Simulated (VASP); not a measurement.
# Si26C27N (a cell with a defect): electric field gradients with PBE

The system is Si26C27N (a cell with a defect).

```
N Si C
1.0
     0.00000    6.53700    6.53700
     6.53700    0.00000    6.53700
     6.53700    6.53700    0.00000
N Si C
1 26 27
Direct
  0.00000 0.00000 0.00000
  0.00000 0.00000 0.33333
  0.00000 0.00000 0.66667
  0.00000 0.33333 0.00000
  0.00000 0.33333 0.33333
  0.00000 0.33333 0.66667
  0.00000 0.66667 0.00000
  0.00000 0.66667 0.33333
  0.00000 0.66667 0.66667
  0.33333 0.00000 0.00000
  0.33333 0.00000 0.33333
  0.33333 0.00000 0.66667
  0.33333 0.33333 0.00000
  0.33333 0.33333 0.33333
  0.33333 0.33333 0.66667
  0.33333 0.66667 0.00000
  0.33333 0.66667 0.33333
  0.33333 0.66667 0.66667
  0.66667 0.00000 0.00000
  0.66667 0.00000 0.33333
  0.66667 0.00000 0.66667
  0.66667 0.33333 0.00000
  0.66667 0.33333 0.33333
  0.66667 0.33333 0.66667
  0.66667 0.66667 0.00000
  0.66667 0.66667 0.33333
  0.66667 0.66667 0.66667
  0.08333 0.08333 0.08333
  0.08333 0.08333 0.41667
  0.08333 0.08333 0.75000
  0.08333 0.41667 0.08333
  0.08333 0.41667 0.41667
  0.08333 0.41667 0.75000
  0.08333 0.75000 0.08333
  0.08333 0.75000 0.41667
  0.08333 0.75000 0.75000
  0.41667 0.08333 0.08333
  0.41667 0.08333 0.41667
  0.41667 0.08333 0.75000
  0.41667 0.41667 0.08333
  0.41667 0.41667 0.41667
  0.41667 0.41667 0.75000
  0.41667 0.75000 0.08333
  0.41667 0.75000 0.41667
  0.41667 0.75000 0.75000
  0.75000 0.08333 0.08333
  0.75000 0.08333 0.41667
  0.75000 0.08333 0.75000
  0.75000 0.41667 0.08333
  0.75000 0.41667 0.41667
  0.75000 0.41667 0.75000
  0.75000 0.75000 0.08333
  0.75000 0.75000 0.41667
  0.75000 0.75000 0.75000
```

| Property | Result |
| --- | --- |
| Program | VASP 6.6.1 |
| Task | electric field gradients |
| Functional | PBE |
| Potentials or basis | VASP PAW PBE potentials, release 64 (N, Si, C) |
| Cutoff | 520 eV |
| k mesh | 3 × 3 × 3 |
| Occupations | fermi-dirac, width 0.01 eV |
| Spin | no spin polarisation |
| Dipole correction | no |
| Charge | 1 |
| Further INCAR settings | LREAL = Auto; ALGO = Normal; EDIFF = 1e-08; NBANDS = 142; NELECT = 216.0 |

| Property | Result |
| --- | --- |
| Largest force | 1.684 eV/Å |
| Largest electric field gradient by atom | N +0.0; Si +4.0, -2.7, -1.4, -0.5 (each value once); C +69.7, +6.0, -1.2, +0.5, -0.0 (each value once) V/Å² |

Forces in eV/Å, atoms in the order of the input:
```
N    0.000  0.000  0.000
Si   0.089  0.089 -0.971
Si  -0.089 -0.089 -0.971
Si   0.089 -0.971  0.089
Si   0.170 -0.170 -0.170
Si   0.971 -0.089  0.089
Si  -0.089 -0.971 -0.089
Si   0.971  0.089 -0.089
Si   0.090 -0.090 -0.090
Si  -0.971  0.089  0.089
Si  -0.170  0.170 -0.170
Si  -0.089  0.971  0.089
Si  -0.170 -0.170  0.170
Si   0.170  0.170  0.170
Si   0.000  0.000  0.089
Si  -0.089  0.089  0.971
Si   0.000  0.089  0.000
Si  -0.089  0.000  0.000
Si  -0.971 -0.089 -0.089
Si   0.089  0.971 -0.089
Si  -0.090  0.090 -0.090
Si   0.089 -0.089  0.971
Si   0.089  0.000  0.000
Si   0.000 -0.089  0.000
Si  -0.090 -0.090  0.090
Si   0.000  0.000 -0.089
Si   0.090  0.090  0.090
C   -0.972 -0.972 -0.972
C    0.000  0.000  0.433
C    0.972  0.972 -0.972
C    0.000  0.433  0.000
C   -0.433  0.000  0.000
C   -0.083  0.083 -0.100
C    0.972 -0.972  0.972
C   -0.083 -0.100  0.083
C    0.100  0.083  0.083
C    0.433  0.000  0.000
C    0.000 -0.433  0.000
C    0.083 -0.083 -0.100
C    0.000  0.000 -0.433
C   -0.059 -0.059 -0.059
C    0.059  0.059 -0.059
C    0.083 -0.100 -0.083
C    0.059 -0.059  0.059
C    0.100 -0.083 -0.083
C   -0.972  0.972  0.972
C   -0.100 -0.083  0.083
C    0.083  0.100  0.083
C   -0.100  0.083 -0.083
C   -0.059  0.059  0.059
C   -0.083  0.100 -0.083
C    0.083  0.083  0.100
C   -0.083 -0.083  0.100
C    0.000  0.000  0.000
```

Levels at points of the mesh, in eV from the Fermi level:
```tsv
k point	band 106	band 107	band 108	band 109	band 110	band 111
(0.00, 0.00, 0.00)	-0.10	-0.10	-0.10	0.09	2.34	2.34
```

Electric field gradients, principal values (V/Å²):
```tsv
atom	least	middle	greatest (by size)
1 N	-0.001	-0.001	0.002
2 Si	-0.363	-3.683	4.045
3 Si	-0.363	-3.683	4.046
4 Si	-0.363	-3.683	4.045
5 Si	1.341	1.341	-2.681
6 Si	-0.363	-3.683	4.046
7 Si	-0.363	-3.683	4.046
8 Si	-0.363	-3.683	4.046
9 Si	0.700	0.700	-1.401
10 Si	-0.363	-3.683	4.045
11 Si	1.341	1.341	-2.681
12 Si	-0.363	-3.683	4.046
13 Si	1.341	1.341	-2.681
14 Si	1.341	1.341	-2.681
15 Si	0.104	0.410	-0.514
16 Si	-0.363	-3.683	4.046
17 Si	0.104	0.410	-0.514
18 Si	0.104	0.410	-0.514
19 Si	-0.363	-3.683	4.046
20 Si	-0.363	-3.683	4.046
21 Si	0.700	0.700	-1.401
22 Si	-0.363	-3.683	4.046
23 Si	0.104	0.410	-0.514
24 Si	0.104	0.410	-0.514
25 Si	0.700	0.700	-1.401
26 Si	0.104	0.410	-0.514
27 Si	0.700	0.700	-1.401
28 C	-34.832	-34.832	69.665
29 C	-2.424	-3.626	6.050
30 C	-34.832	-34.832	69.664
31 C	-2.424	-3.626	6.050
32 C	-2.424	-3.626	6.049
33 C	0.603	0.612	-1.214
34 C	-34.832	-34.832	69.664
35 C	0.603	0.612	-1.214
36 C	0.603	0.611	-1.214
37 C	-2.424	-3.626	6.050
38 C	-2.424	-3.626	6.049
39 C	0.603	0.612	-1.214
40 C	-2.424	-3.626	6.049
41 C	-0.243	-0.243	0.486
42 C	-0.242	-0.242	0.485
43 C	0.603	0.612	-1.214
44 C	-0.242	-0.242	0.485
45 C	0.603	0.611	-1.214
46 C	-34.832	-34.832	69.664
47 C	0.603	0.612	-1.214
48 C	0.603	0.611	-1.214
49 C	0.603	0.612	-1.214
50 C	-0.242	-0.242	0.485
51 C	0.603	0.611	-1.214
52 C	0.603	0.611	-1.214
53 C	0.603	0.611	-1.214
54 C	-0.001	-0.001	0.001
```

It took 30 min on 1 thread of Intel Xeon 8259CL (shared host), peak memory 0.79 GiB.

Caveat: the cell carries a net charge on a neutralising background, which shifts energy and pressure; the cell is charged against a uniform background, so pressure and absolute levels hang on convention; without QUAD_EFG the Cq values of the log hold for a quadrupole moment of 1 mb, not for the nuclei.
